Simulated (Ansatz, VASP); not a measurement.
# Two plane-wave programs on Li2H3

```
Li H
1.0
    -1.43153    2.47659    2.50293
     1.43153   -2.47659    2.50293
     1.43153    2.47659   -2.50293
Li H
2 3
Cartesian
  0.0000 2.4766 1.2369
  1.4315 0.0000 1.2661
  0.0000 0.0000 0.0000
  0.0000 0.9511 2.5029
  1.4315 1.5255 0.0000
```

Change from the starting cell: species swapped into the Ba2Bi3 type (Immm, No. 71).

Alike in both runs: task relaxation of cell and atoms; functional PBE; k mesh 16 × 16 × 16; occupations gaussian, width 0.1 eV; no spin polarisation.

|  | VASP | Ansatz |
| --- | --- | --- |
| version | VASP 6.6.1 | Ansatz 0.2.0 |
| potentials or method | VASP PAW PBE potentials, release 64 (Li_sv, H), cutoff 600 eV | scalar-relativistic, plane waves, PAW |
| valence electrons in the cell | 9 | 9 |

Ansatz gave:

| Quantity | Value |
| --- | --- |
| gap on the k mesh at the Fermi level, each at its own relaxed structure (eV) | none |
| relaxed volume (Å³/atom) | 7.12 |
| relaxed length of the cell vector where the two differ most in proportion (Å) | 3.783 |

Q: Which values does VASP return?

A: gap on the k mesh at the Fermi level, each at its own relaxed structure (eV): none; relaxed volume (Å³/atom): 7.07; relaxed length of the cell vector where the two differ most in proportion (Å): 3.774.

A gap of «none» marks a metal or a gap that the smearing closes.

Noted on VASP's run: the cutoff is under 1.25 times that of the potentials, so the pressure is a little rough.
